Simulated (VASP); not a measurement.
# SrAsO3: single point with LDA

SrAsO3:

```
CELL_PARAMETERS angstrom
4.04005 0.00000 0.00000
0.00000 4.04005 0.00000
0.00000 0.00000 4.04005
ATOMIC_POSITIONS crystal
Sr 0.00000 0.00000 0.00000
As 0.50000 0.50000 0.50000
O 0.50000 0.50000 0.00000
O 0.50000 0.00000 0.50000
O 0.00000 0.50000 0.50000
```

```json
{
  "Program": "VASP 6.6.1",
  "Task": "single point",
  "Functional": "LDA",
  "Potentials or basis": "VASP PAW LDA potentials, release 64 (Sr_sv, As, O)",
  "Cutoff": "520 eV",
  "k mesh": "6 × 6 × 6",
  "Occupations": "methfessel-paxton, width 0.1 eV",
  "Spin": "no spin polarisation"
}
```

```
Pressure : -15.1 GPa
```

Levels at points of the mesh, in eV from the Fermi level:
| k point | band 13 | band 14 | band 15 | band 16 | band 17 | band 18 | band 19 | band 20 |
| --- | --- | --- | --- | --- | --- | --- | --- | --- |
| (0.00, 0.00, 0.00) | -2.24 | -2.24 | -2.00 | -2.00 | -2.00 | 4.03 | 4.03 | 4.37 |
| (0.50, 0.00, 0.00) | -2.71 | -2.71 | -2.40 | -2.40 | -0.04 | 4.77 | 5.68 | 5.70 |
| (0.50, 0.50, 0.00) | -3.15 | -3.01 | -3.01 | -1.29 | 1.96 | 3.78 | 3.78 | 6.19 |
| (0.50, 0.50, 0.50) | -3.20 | -1.22 | -1.22 | -1.22 | 2.35 | 2.35 | 2.35 | 3.83 |

Wall time 13 s on 1 thread of Intel(R) Xeon(R) 6975P-C (Granite Rapids) (shared host), peak memory 0.16 GiB.

Caveat: an odd number of electrons without spin polarisation forces a metal; a magnetic or distorted state may lie lower.
